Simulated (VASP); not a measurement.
Wanted: the native input for a VASP 6.6.1 run.

```yaml
Task: single point
Functional: PBE
Potentials_or_basis: VASP PAW PBE potentials, release 64 (Ag, I, O)
Cutoff: 520 eV
k_mesh: 6 × 6 × 6
Occupations: gaussian, width 0.1 eV
Spin: no spin polarisation
Dipole_correction: no
Further_INCAR_settings: ALGO = Normal; EDIFF = 1e-06; NBANDS = 57
```

The structure of Ag3IO lies in POSCAR:

```
Ag3IO
1.0
    3.2967444587      1.9033763007      5.3704470525
   -3.2967444587      1.9033763007      5.3704470525
    0.0000000000     -3.8067526013      5.3704470525
Ag I O
6 2 2
Direct
    0.7506139698      0.2500000000      0.7493860302
    0.7493860302      0.7506139698      0.2500000000
    0.2500000000      0.7493860302      0.7506139698
    0.2493860302      0.7500000000      0.2506139698
    0.2506139698      0.2493860302      0.7500000000
    0.7500000000      0.2506139698      0.2493860302
    0.7500000000      0.7500000000      0.7500000000
    0.2500000000      0.2500000000      0.2500000000
    0.5000000000      0.5000000000      0.5000000000
    0.0000000000      0.0000000000      0.0000000000
```

One way to write it, as run:

INCAR

```
SYSTEM = Ag3IO
ALGO = Normal
EDIFF = 1E-6
ENCUT = 520
GGA = PE
ISIF = 2
ISMEAR = 0
LASPH = .TRUE.
LCHARG = .TRUE.
LELF = .TRUE.
LREAL = .FALSE.
LVHAR = .TRUE.
LWAVE = .FALSE.
NBANDS = 57
NELM = 100
PREC = Accurate
SIGMA = 0.1
```

KPOINTS

```
k-points
0
G
  6 6 6
  0 0 0
```

Potentials or basis: VASP PAW PBE potentials, release 64 (Ag, I, O).

The run is started by

```bash
$ cat potpaw_PBE.64/Ag/POTCAR potpaw_PBE.64/I/POTCAR potpaw_PBE.64/O/POTCAR > POTCAR
$ mpirun -np 1 vasp_std > vasp.out
```

Results of the run:

```json
{"Pressure": "-0.1 GPa", "Band gap on the k mesh": "zero (bands 46 and 47 overlap by 0.69 eV)"}
```

Caveat: spin-orbit coupling is left out, which moves the levels of the heavy elements.

Wall time 6.6 min on 1 thread of Intel(R) Xeon(R) Platinum 8259CL CPU @ 2.50GHz (Skylake/Cascade Lake) (shared host), peak memory 0.53 GiB.
